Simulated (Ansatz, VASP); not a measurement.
Two plane-wave programs on SiNi

Contents of INCAR:

```
SYSTEM = SiNi
  PREC = Accurate
  ENCUT = 520
  EDIFF = 1E-7
  ISMEAR = -1
  SIGMA = 0.5
  LREAL = .False.
  LASPH = .True.
  NELM = 60
  ALGO = Normal
  ISIF = 2
  LWAVE = .False.
  LCHARG = .True.
  GGA = PE
  LELF = .True.
  LVHAR = .True.
  NBANDS = 22
```

KPOINTS

```
regular mesh
0
Gamma
  14 12 10
  0 0 0
```

POSCAR

```
SiNi
1.0
    3.0266200000      0.0000000000      0.0000000000
    0.0000000000      3.2735000000      0.0000000000
    0.0000000000      0.0000000000      4.6977600000
Si Ni
2 2
Direct
    0.5000000000      0.5000000000      0.8423000000
    0.0000000000      0.0000000000      0.1577000000
    0.5000000000      0.5000000000      0.3442200000
    0.0000000000      0.0000000000      0.6557800000
```

Input for Ansatz:

```yaml
crystal:
  lattice:
    - [3.02662, 0.0, 0.0]
    - [0.0, 3.2735, 0.0]
    - [0.0, 0.0, 4.69776]
  atoms:
    - { symbol: Si, position: [0.5, 0.5, 0.8423] }
    - { symbol: Si, position: [0.0, 0.0, 0.1577] }
    - { symbol: Ni, position: [0.5, 0.5, 0.34422] }
    - { symbol: Ni, position: [0.0, 0.0, 0.65578] }
basis:
  ecutwfc: 420
kpoints:
  mp_grid: { grid: [14, 12, 10] }
hamiltonian:
  xc: pbe
scf:
  occupations: { method: fermi_dirac, width: 0.5 }
output:
  forces: true
  stress: true
  eigenvalues: true
```

Alike in both runs: task single point; functional PBE; k mesh 14 × 12 × 10; occupations fermi-dirac, width 0.5 eV; no spin polarisation.

```csv
,VASP,Ansatz
version,VASP 6.6.1,Ansatz 0.2.0
potentials or method,"VASP PAW PBE potentials, release 64 (Si, Ni), cutoff 520 eV","scalar-relativistic, plane waves, PAW"
valence electrons in the cell,28,44
```

|  | VASP | Ansatz | Ansatz less VASP |
| --- | --- | --- | --- |
| gap on the k mesh at the Fermi level (eV) | none | none | - |
| pressure (GPa) | 4.9 | 4.9 | -0.04 |
| traceless stress, the component that is largest in VASP (GPa) | 0.81 | 0.65 | -0.158 |
| rms of the force components (eV/Å) | 0.136 | 0.135 | -0.0015 |

Atom by atom the forces differ by 0.003 eV/Å (rms over components). A gap of «none» marks a metal or a gap that the smearing closes. VASP's potentials hold 28 valence electrons a cell and Ansatz's 44, so a difference there can come from the potentials and not from the codes.
